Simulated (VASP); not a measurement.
# Ru (C2/c) in VASP: single point with r2SCAN

Aim: the single point of Ru with r2SCAN.

Program: VASP 6.6.1. These are calculated values, not measurements. Logs are shortened: lines on timing, memory, paths and dates and some standing lists are left out, and cuts for length are marked.

**1. The cell of the first run**

The typed cell holds 2 atoms: a = 2.630 Å, b = 2.630 Å, c = 4.908 Å, α = 105.53°, β = 105.53°, γ = 120.00°.

**2. Single point, r2SCAN, collinear spin, ferromagnetic start (12.42 Å³/atom)**

POSCAR reads:

```
Ru
1.0
   -1.7701608310      1.4514142694      1.2956338034
    1.4514142694     -1.7701608310      1.2956338034
    3.2059042055      3.2059042055     -1.8794187145
Ru
2
Direct
    0.9584460289      0.0415539711      1.0000000000
    0.7915539711      0.2084460289      0.5000000000
```

INCAR.step1 reads:

```
SYSTEM = Ru
  PREC = Accurate
  ENCUT = 550
  ISMEAR = -1
  SIGMA = 0.05
  LREAL = .FALSE.
  LASPH = .TRUE.
  NELM = 200
  ISPIN = 2
  MAGMOM = 1 1
  LMAXMIX = 4
  NBANDS = 25
  GGA = PE
  ALGO = Normal
  EDIFF = 1E-5
  LWAVE = .TRUE.
  LCHARG = .FALSE.
  GGA_COMPAT = .FALSE.
  KPAR = 4
```

INCAR.step2 reads:

```
SYSTEM = Ru
  PREC = Accurate
  ENCUT = 550
  EDIFF = 1E-6
  ISMEAR = -1
  SIGMA = 0.05
  LREAL = .FALSE.
  LASPH = .TRUE.
  NELM = 200
  ALGO = Normal
  ISIF = 2
  LWAVE = .FALSE.
  LCHARG = .FALSE.
  ISPIN = 2
  MAGMOM = 1 1
  LORBIT = 11
  LMAXMIX = 4
  METAGGA = R2SCAN
  LMIXTAU = .TRUE.
  NBANDS = 25
  ISTART = 1
  GGA_COMPAT = .FALSE.
  KPAR = 4
```

KPOINTS reads:

```
regular mesh
0
G
  17 17 8
  0 0 0
```

Potentials or basis: VASP PAW PBE potentials, release 64 (Ru_pv).

On the command line:

```sh
$ cat potpaw_PBE.64/Ru_pv/POTCAR > POTCAR
$ cp INCAR.step1 INCAR
$ mpirun -np 4 vasp_std > vasp.out
$ cp INCAR.step2 INCAR
$ mpirun -np 4 vasp_std > vasp.out
```

OUTCAR:

```text
SYSTEM = Ru
   PREC = Accurate
   ENCUT = 550
   EDIFF = 1E-6
   ISMEAR = -1
   LREAL = .FALSE.
   LASPH = .TRUE.
   NELM = 200
   ISIF = 2
   ISPIN = 2
   LORBIT = 11
   METAGGA = R2SCAN
   ISTART = 1

 ion  position               nearest neighbor table
   1  0.958  0.042  0.000-   2 2.57   2 2.57   2 2.57   2 2.57   2 2.57   2 2.57
   2  0.792  0.208  0.500-   1 2.57   1 2.57   1 2.57   1 2.57   1 2.57   1 2.57

  Warning from LATTYP: Got some problem with cell dimensions!
  Tried to take original basis but could not verify dimensions!
  LATTYP: Found a base centered monoclinic cell.
 ALAT       =     2.6301837485
 B/A-ratio  =     1.7321965440
 C/A-ratio  =     1.5758007890
 COS(beta)  =    -0.0003713205

  Lattice vectors:

 A1 = (   1.7701608310,  -1.4514142694,  -1.2956338034)
 A2 = (  -1.4514142694,   1.7701608310,  -1.2956338034)
 A3 = (   2.8871576439,   2.8871576439,   0.7118488923)

Analysis of symmetry for initial positions (statically):
=====================================================================
 Subroutine PRICEL returns:
 Original cell was already a primitive cell.

 Routine SETGRP: Setting up the symmetry group for a
 base centered monoclinic supercell.

 Subroutine GETGRP returns: Found  4 space group operations
 (whereof  2 operations were pure point group operations)
 out of a pool of  4 trial point group operations.

The static configuration has the point symmetry C_2 .
 The point group associated with its full space group is C_2h.

Analysis of symmetry for dynamics (positions and initial velocities):
=====================================================================
 Subroutine PRICEL returns:
 Original cell was already a primitive cell.

 Routine SETGRP: Setting up the symmetry group for a
 base centered monoclinic supercell.

 Subroutine GETGRP returns: Found  4 space group operations
 (whereof  2 operations were pure point group operations)
 out of a pool of  4 trial point group operations.

The dynamic configuration has the point symmetry C_2 .
 The point group associated with its full space group is C_2h.

Analysis of structural, dynamic, and magnetic symmetry:
=====================================================================
 Subroutine PRICEL returns:
 Original cell was already a primitive cell.

 Routine SETGRP: Setting up the symmetry group for a
 base centered monoclinic supercell.

 Subroutine GETGRP returns: Found  4 space group operations
 (whereof  2 operations were pure point group operations)
 out of a pool of  4 trial point group operations.
[... 124 lines left out ...]
  Fermi-wavevector in a.u.,A,eV,Ry     =   1.703931  3.219962 39.502882  2.903380
  Thomas-Fermi vector in A             =   2.783427
   LORBIT       =     11    0 simple, 1 ext, 2 COOP (PROOUT), +10 PAW based schemes
   METAGGA = R2SCAN    functional components
   LHFCALC =     F    Hartree Fock is set to
   AEXX    =    0.0000 exact exchange contribution
   IVDW    =     0    specifies the selected vdW correction
   LEPSILON=     F    determine dielectric tensor
   LRPA    =     F    only Hartree local field effects (RPA)
 spin polarized calculation
  energy-cutoff  :      550.00
  volume of cell :       24.83
 maximum number of plane-waves:       745
   NGX =  9   NGY =  9   NGZ = 19

 number of electron      28.0000001 magnetization      -0.0000003

 number of electron      28.0000001 magnetization       0.0000002

 Free energy of the ion-electron system (eV)
  ---------------------------------------------------
  ext. energy  EPLUGINS =         0.00000000
  ---------------------------------------------------
  free energy    TOTEN  =       -50.61804780 eV

  energy without entropy =      -50.60437791  energy(sigma->0) =      -50.61121285

 E-fermi :  14.4626     XC(G=0): -16.0539

 val. band max:       14.4622378330   @ k =  -0.2941   0.0000   0.2500
 cond. band min:      14.4636610368   @ k =  -0.0588   0.2353   0.1250
 fundamental gap:      0.0014232039
 Fermi energy:        14.4625793961

 spin component 1

 k-point     1 :       0.0000    0.0000    0.0000
  band No.  band energies     occupation
      1     -31.0667      1.00000
      2     -29.7302      1.00000
      3     -29.7294      1.00000
      4     -29.4854      1.00000
      5     -29.4848      1.00000
      6     -29.4102      1.00000
[... 661 lines left out ...]
     24      34.2024      0.00000
     25      36.3693      0.00000

 [... further k-points ...]

 spin component 2

 k-point     1 :       0.0000    0.0000    0.0000
  band No.  band energies     occupation
      1     -31.0667      1.00000
      2     -29.7302      1.00000
      3     -29.7294      1.00000
      4     -29.4854      1.00000
      5     -29.4848      1.00000
      6     -29.4102      1.00000
[... 661 lines left out ...]
     24      34.2024      0.00000
     25      36.3693      0.00000

 [... further k-points ...]

------------------------ aborting loop because EDIFF is reached ----------------------------------------

  FORCE on cell =-STRESS in cart. coord.  units (eV):
  Direction    XX          YY          ZZ          XY          YZ          ZX
  --------------------------------------------------------------------------------------
  -------------------------------------------------------------------------------------
  Total        5.7494618      5.7494618      5.5424981      0.1970009      0.0410217      0.0410216
  in kB      370.9463030    370.9463030    357.5933272     12.7101925      2.6466565      2.6466528
  external PRESSURE =     366.4953111 kB  Pullay stress =       0.0000000 kB

 VOLUME and BASIS-vectors are now :
 -----------------------------------------------------------------------------
  energy-cutoff  :      550.00
  volume of cell :       24.83
      direct lattice vectors                 reciprocal lattice vectors
    -1.770160831  1.451414269  1.295633803    -0.033294775  0.277112392  0.415903021
     1.451414269 -1.770160831  1.295633803     0.277112392 -0.033294775  0.415903021
     3.205904205  3.205904205 -1.879418715     0.168083005  0.168083005  0.041351098

 POSITION                                       TOTAL-FORCE (eV/Angst)
 -----------------------------------------------------------------------------------
     -1.63629      1.31755      1.29563         0.014433     -0.014433     -0.000000
      0.50432      2.38284      0.35592        -0.014433      0.014433      0.000000
 -----------------------------------------------------------------------------------
    total drift:                                0.000000     -0.000000      0.000000

  FREE ENERGIE OF THE ION-ELECTRON SYSTEM (eV)
  ---------------------------------------------------
  free  energy   TOTEN  =       -50.6180477957 eV

  energy  without entropy=      -50.6043779110  energy(sigma->0) =      -50.61121285

 total charge

# of ion       s       p       d       tot
------------------------------------------
    1        0.445   6.377   6.062  12.884
    2        0.445   6.377   6.062  12.884
--------------------------------------------------
tot          0.889  12.755  12.124  25.768

 magnetization (x)

# of ion       s       p       d       tot
------------------------------------------
    1        0.000   0.000   0.000   0.000
    2        0.000   0.000   0.000   0.000
--------------------------------------------------
tot          0.000   0.000   0.000   0.000
```

Run time: 11 min. Hardware: 4 MPI ranks of Oxide Virtual Turin-like, shared host; peak memory 0.57 GiB.

What came out:

```
Free energy                                           : -50.6180 eV
Pressure                                              : 36.6 GPa
Largest force                                         : 0.020 eV/Å
Band gap on the k mesh                                : zero (filled and empty bands overlap)
Net moment                                            : 0.00 μB per cell
Valence electrons inside the program's atomic spheres : Ru 12.88
```

Forces on the atoms (eV/Å):
```
Ru   0.014 -0.014  0.000
Ru  -0.014  0.014  0.000
```

Stress tensor (GPa, compression positive):
```
37.09  1.27  0.26
 1.27 37.09  0.26
 0.26  0.26 35.76
```

Caveat: the cell stands under pressure; an empty level that is flat over the whole mesh can mark a ghost state of the potentials, or a narrow d or f band; the PAW data sets were made with another functional, which shifts forces and pressure a little.
